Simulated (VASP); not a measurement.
Set up this calculation in VASP 6.6.1, as the native input.

| Item | Value |
| --- | --- |
| Task | single point |
| Functional | PBE |
| Potentials or basis | VASP PAW PBE potentials, release 64 (Zn) |
| Cutoff | 520 eV |
| k mesh | 20 × 20 × 20 |
| Occupations | gaussian, width 0.15 eV |
| Spin | no spin polarisation |
| Dipole correction | no |
| Further INCAR settings | ALGO = Normal; EDIFF = 1e-07; NBANDS = 12 |

The structure of Zn lies in POSCAR:

```
Zn
1.0
    0.0000000000      1.9643393415      2.0560739887
    1.9643393415      0.0000000000      2.0560739887
    1.9643393415      1.9643393415      0.0000000000
Zn
1
Direct
    0.0000000000      0.0000000000      0.0000000000
```

This cell differs from its parent crystal: engineering shear strain xy +0.0000, normal strain along z +0.0467.

The input as run:

INCAR

```
ALGO = Normal ; EDIFF = 1E-7
ENCUT = 520 ; GGA = PE
ISIF = 2 ; ISMEAR = 0
LASPH = T ; LCHARG = T
LELF = T ; LREAL = F
LVHAR = T ; LWAVE = F
NBANDS = 12 ; NELM = 80
PREC = Accurate ; SIGMA = 0.15
```

KPOINTS

```
k-points
0
Gamma
  20 20 20
```

Potentials or basis: VASP PAW PBE potentials, release 64 (Zn).

Command:

```bash
$ cat potpaw_PBE.64/Zn/POTCAR > POTCAR
$ mpirun -np 1 vasp_std > vasp.out
```

It gave:

| Property | Result |
| --- | --- |
| Pressure | -2.5 GPa |
| Band gap on the k mesh | zero (bands 6 and 7 overlap by 3.72 eV) |

Caveat: the cell differs from its parent crystal (engineering shear strain xy +0.0000, normal strain along z +0.0467).

Run time: 33 s on 1 thread of Intel(R) Xeon(R) 6975P-C (Granite Rapids) (shared host), peak memory 0.22 GiB.
